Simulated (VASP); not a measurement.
Write the native input for VASP 6.6.1 that does the following.

| Quantity | Value |
| --- | --- |
| Task | relaxation of cell and atoms |
| Functional | PBEsol |
| Potentials or basis | VASP PAW PBE potentials, release 64 (Ba_sv, H) |
| Cutoff | 500 eV |
| k mesh | 10 × 10 × 10 |
| Occupations | gaussian, width 0.03 eV |
| Spin | no spin polarisation |
| Target pressure | 35 GPa |
| Dipole correction | no |
| Further INCAR settings | ALGO = Normal; EDIFF = 1e-07; IBRION = 2; EDIFFG = -0.002; NSW = 80; ISIF = 3 |

The structure of BaH4 lies in POSCAR:

```
BaH4
1.0
   -1.8065179554      1.8065179554      3.1309177180
    1.8065179554     -1.8065179554      3.1309177180
    1.8065179554      1.8065179554     -3.1309177180
Ba H
1 4
Direct
    0.0000000000      0.0000000000      0.0000000000
    0.7500000000      0.2500000000      0.5000000000
    0.2500000000      0.7500000000      0.5000000000
    0.4353609975      0.4353609975      0.0000000000
    0.5646390025      0.5646390025      0.0000000000
```

One way to write it, as run:

INCAR

```
  PREC = Accurate
  ENCUT = 500
  EDIFF = 1E-7
  ISMEAR = 0
  SIGMA = 0.03
  LREAL = F
  LASPH = T
  NELM = 120
  ALGO = Normal
  ISIF = 3
  LWAVE = F
  LCHARG = F
  GGA = PS
  IBRION = 2
  NSW = 80
  EDIFFG = -0.002
  PSTRESS = 350.0
  GGA_COMPAT = F
  NELMIN = 4
```

KPOINTS

```
regular mesh
0
Gamma
  10 10 10
```

Potentials or basis: VASP PAW PBE potentials, release 64 (Ba_sv, H).

The run is started by

```sh
$ cat potpaw_PBE.64/Ba_sv/POTCAR potpaw_PBE.64/H/POTCAR > POTCAR
$ mpirun -np 1 vasp_std > vasp.out
```

Results of the run:

```yaml
Relaxed_volume: 7.75 Å³/atom
Relaxed_cell: a = 3.980 Å, b = 3.980 Å, c = 3.980 Å, α = 127.23°, β = 127.23°, γ = 77.87°
Space_group_after_relaxing_to_0.1_Å: I4/mmm (No. 139)
Energy_change_on_relaxing_the_run_minimises_the_enthalpy: +83.3 meV/atom
Ionic_steps: 12
Pressure_after_relaxing: 35.0 GPa
Band_gap_on_the_k_mesh: 0.56 eV (least direct gap 0.70 eV)
```

Caveat: the cell is relaxed towards a set pressure, so the run minimises the enthalpy, not the energy; the PAW data sets were made with another functional, which shifts forces and pressure a little; spin-orbit coupling is left out, which moves the levels of the heavy elements.

It took 5.4 min on 1 thread of Intel(R) Xeon(R) 6975P-C (Granite Rapids) (shared host), peak memory 0.2 GiB.
